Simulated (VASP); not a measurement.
Ir:

```
CELL_PARAMETERS angstrom
2.49000 0.00000 0.00000
0.00000 2.49000 0.00000
0.00000 0.00000 2.49000
ATOMIC_POSITIONS crystal
Ir 0.00000 0.00000 0.00000
```

```yaml
Program: VASP 6.6.1
Task: relaxation of cell and atoms
Functional: PBE
Potentials_or_basis: VASP PAW PBE potentials, release 64 (Ir)
Cutoff: 600 eV
k_mesh: 17 × 17 × 17
Occupations: gaussian, width 0.1 eV
Spin: no spin polarisation
```

At the start: pressure 30.0 GPa; volume 15.44 Å³/atom.

**Question.** Where does the relaxation end?

**Answer.** Over 5 steps the energy falls by 132.3 meV/atom and the volume is 16.99 Å³/atom (+10.0 %); space group Pm-3m (No. 221, to 0.05 Å).

The path:
| step | energy change (eV) | largest force (eV/Å) | pressure (GPa) | volume (Å³) |
| --- | --- | --- | --- | --- |
| 1 | 0.0000 | 0.0000 | 30.04 | 15.44 |
| 2 | 0.7144 | 0.0000 | -33.83 | 22.85 |
| 3 | -0.1303 | 0.0000 | -3.00 | 17.21 |
| 4 | -0.1323 | 0.0000 | -0.45 | 17.02 |
| 5 | -0.1323 | 0.0000 | 0.02 | 16.99 |

Final structure:
```yaml
crystal:
  lattice:
    - [2.57075, 0.00000, 0.00000]
    - [0.00000, 2.57075, 0.00000]
    - [0.00000, 0.00000, 2.57075]
  atoms:
    - { symbol: Ir, position: [0.00000, 0.00000, 0.00000] }
```
